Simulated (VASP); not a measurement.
Crystal: Sc.

```
Sc
1.0
     3.17664    0.00000    0.00000
    -1.58832    2.75105    0.00000
     0.00000    0.00000    5.27330
Sc
2
Direct
  0.66667 0.33333 0.75000
  0.33333 0.66667 0.25000
```

Base run:

| Item | Value |
| --- | --- |
| Program | VASP 6.6.1 |
| Functional | PBE |
| Potentials or basis | VASP PAW PBE potentials, release 64 (Sc_sv) |
| Cutoff | 520 eV |
| k mesh | 8 × 8 × 4 |
| Occupations | fermi-dirac, width 0.05 eV |
| Spin | no spin polarisation |

Its results: band gap on the k mesh zero (band 11 reaches 4.86 eV, above the bottom of band 12 at 3.71 eV); pressure 4.3 GPa.

Question: The run is repeated on the same cell with these changes: functional from PBE to PBEsol; cutoff from 520 eV to 500 eV. What comes out?

Answer: Band gap on the k mesh zero (band 11 reaches 4.75 eV, above the bottom of band 12 at 3.60 eV); pressure 1.7 GPa.

PBEsol binds more tightly than PBE, so the same cell stands under less pressure.

Caveats: the PAW data sets were made with another functional, which shifts forces and pressure a little (some runs).
